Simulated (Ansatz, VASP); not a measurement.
# Ti: VASP beside Ansatz

```xyz
2
Lattice="2.9500 0.0000 0.0000 -1.4750 2.5548 0.0000 0.0000 0.0000 4.6391" Properties=species:S:1:pos:R:3 pbc="T T T"
Ti    0.0000    1.7032    1.1598
Ti    1.4750    0.8516    3.4794
```

Change from the starting cell: zz strain of -1 %.

Alike in both runs: task single point; functional PBEsol; k mesh 13 × 13 × 7; occupations fermi-dirac, width 0.08 eV; no spin polarisation.

|  | VASP | Ansatz |
| --- | --- | --- |
| version | VASP 6.6.1 | Ansatz 0.2.0 |
| potentials or method | VASP PAW PBE potentials, release 64 (Ti_sv), cutoff 520 eV | all-electron LAPW, scalar-relativistic |

Ansatz gave:

* pressure (GPa): -4.8
* traceless stress, the component that is largest in VASP (GPa): 0.40

Q: Estimate VASP's values.

A: Pressure (GPa): -5.0; traceless stress, the component that is largest in VASP (GPa): 0.39.

VASP's potentials were made for PBE, not for PBEsol. Ansatz ran all-electron here, and VASP with PAW potentials.
